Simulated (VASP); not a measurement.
# MoS (I4/mmm) in VASP: notebook, part 2 of 2

VASP 6.6.1. The steps go on from the part before.

**3. Single point, r2SCAN, collinear spin (16.92 Å³/atom)**

This run uses another cell than the first one, of 16.92 Å³/atom.

Input file POSCAR:

```
MoS
1.0
    0.0000000000      2.5697217346      2.5697217345
    5.1236116421      2.5697217346      2.5697217345
    5.1236116421      5.1394434691     -0.0000000001
Mo S
2 2
Direct
    0.5000000000      0.5000000000      0.0000000000
    0.5000000000      0.5000000000      0.5000000000
    0.0000000000      0.0000000000      0.0000000000
    0.0000000000      0.0000000000      0.5000000000
```

Input file INCAR.step1:

```
PREC     = Accurate       # precision mode
ENCUT    = 520            # plane-wave cutoff, eV
ISMEAR   = 0              # smearing method
SIGMA    = 0.05           # smearing width, eV
LREAL    = False          # projectors in reciprocal space
LASPH    = True           # aspherical terms in the spheres
NELM     = 150            # most SCF steps
ISPIN    = 2              # spin polarisation
MAGMOM   = 2.2 -2.2 0 0   # initial moments
LMAXMIX  = 4              # l up to which the mixer works
NBANDS   = 32             # bands
GGA      = PE             # functional
ALGO     = Normal         # electronic algorithm
EDIFF    = 1E-4           # SCF threshold, eV
LWAVE    = True           # write WAVECAR
LCHARG   = False          # write CHGCAR
```

Input file INCAR.step2:

```
PREC     = Accurate       # precision mode
ENCUT    = 520            # plane-wave cutoff, eV
EDIFF    = 1E-6           # SCF threshold, eV
ISMEAR   = 0              # smearing method
SIGMA    = 0.05           # smearing width, eV
LREAL    = False          # projectors in reciprocal space
LASPH    = True           # aspherical terms in the spheres
NELM     = 150            # most SCF steps
ALGO     = Normal         # electronic algorithm
ISIF     = 2              # what is computed and relaxed
LWAVE    = False          # write WAVECAR
LCHARG   = False          # write CHGCAR
ISPIN    = 2              # spin polarisation
MAGMOM   = 2.2 -2.2 0 0   # initial moments
LORBIT   = 11             # projections on sites
LMAXMIX  = 4              # l up to which the mixer works
METAGGA  = R2SCAN         # meta-GGA
LMIXTAU  = True         
NBANDS   = 32             # bands
ISTART   = 1
```

Input file KPOINTS:

```
Automatic mesh
0
Gamma
  12 12 6
```

Potentials or basis: VASP PAW PBE potentials, release 64 (Mo_sv, S).

Command:

```bash
> cat potpaw_PBE.64/Mo_sv/POTCAR potpaw_PBE.64/S/POTCAR > POTCAR
> cp INCAR.step1 INCAR
> mpirun -np 1 vasp_std > vasp.out
> cp INCAR.step2 INCAR
> mpirun -np 1 vasp_std > vasp.out
```

OUTCAR:

```text
PREC = Accurate
   ENCUT = 520
   EDIFF = 1E-6
   ISMEAR = 0
   LREAL = False
   LASPH = True
   NELM = 150
   ISIF = 2
   ISPIN = 2
   LORBIT = 11
   METAGGA = R2SCAN
   ISTART = 1

 ion  position               nearest neighbor table
   1  0.500  0.500  0.000-   3 2.56   3 2.56   4 2.57   4 2.57   4 2.57   4 2.57
   2  0.500  0.500  0.500-   4 2.56   4 2.56   3 2.57   3 2.57   3 2.57   3 2.57
   3  0.000  0.000  0.000-   1 2.56   1 2.56   2 2.57   2 2.57   2 2.57   2 2.57
   4  0.000  0.000  0.500-   2 2.56   2 2.56   1 2.57   1 2.57   1 2.57   1 2.57

  LATTYP: Found a simple tetragonal cell.
 ALAT       =     3.6341353285
 C/A-ratio  =     1.4098571404

  Lattice vectors:

 A1 = (   0.0000000000,  -2.5697217346,  -2.5697217345)
 A2 = (   0.0000000000,   2.5697217345,  -2.5697217346)
 A3 = (   5.1236116421,   0.0000000000,   0.0000000000)

Analysis of symmetry for initial positions (statically):
[... 1917 lines left out ...]
------------------------ aborting loop because EDIFF is reached ----------------------------------------

  FORCE on cell =-STRESS in cart. coord.  units (eV):
  Direction    XX          YY          ZZ          XY          YZ          ZX
  --------------------------------------------------------------------------------------
  -------------------------------------------------------------------------------------
  Total       -0.7925389     -0.7607038     -0.7607038      0.0000000      0.0000000      0.0000000
  in kB      -18.7651807    -18.0114118    -18.0114118      0.0000000      0.0000000      0.0000000
  external PRESSURE =     -18.2626681 kB  Pullay stress =       0.0000000 kB

 VOLUME and BASIS-vectors are now :
 -----------------------------------------------------------------------------
  energy-cutoff  :      520.00
  volume of cell :       67.67
      direct lattice vectors                 reciprocal lattice vectors
     0.000000000  2.569721735  2.569721734    -0.195174824  0.194573597  0.194573597
     5.123611642  2.569721735  2.569721734     0.195174824 -0.194573597  0.194573597
     5.123611642  5.139443469 -0.000000000     0.000000000  0.194573597 -0.194573597

 POSITION                                       TOTAL-FORCE (eV/Angst)
 -----------------------------------------------------------------------------------
      2.56181      2.56972      2.56972         0.000000     -0.000000     -0.000000
      5.12361      5.13944      2.56972        -0.000000      0.000000     -0.000000
      0.00000      0.00000      0.00000         0.000000      0.000000      0.000000
      2.56181      2.56972     -0.00000         0.000000      0.000000      0.000000
 -----------------------------------------------------------------------------------
    total drift:                                0.000000      0.000000      0.000000

  FREE ENERGIE OF THE ION-ELECTRON SYSTEM (eV)
  ---------------------------------------------------
  free  energy   TOTEN  =       -68.2482146830 eV

  energy  without entropy=      -68.2462351492  energy(sigma->0) =      -68.24722492

 total charge

# of ion       s       p       d       tot
------------------------------------------
    1        2.196   6.093   3.951  12.240
    2        2.196   6.093   3.951  12.240
    3        1.299   2.441   0.000   3.741
    4        1.299   2.441   0.000   3.741
--------------------------------------------------
tot          6.991  17.068   7.901  31.961

 magnetization (x)

# of ion       s       p       d       tot
------------------------------------------
    1        0.034   0.021   2.385   2.439
    2       -0.034  -0.021  -2.385  -2.439
    3       -0.004  -0.012   0.000  -0.016
    4        0.004   0.012   0.000   0.016
--------------------------------------------------
tot          0.000   0.000   0.000   0.000
```

Wall time 55 min (1 thread of Oxide Virtual Turin-like, shared host); peak memory 0.51 GiB.

Results:

* Free energy: -68.2482 eV
* Pressure: -1.8 GPa
* Band gap on the k mesh: zero (filled and empty bands overlap)
* Net moment: 0.00 μB per cell
* Site moments: Mo +2.44, -2.44; S -0.02, +0.02 μB
* Valence electrons inside the program's atomic spheres: Mo 12.24; S 3.74

Caveat: the PAW data sets were made with another functional, which shifts forces and pressure a little.
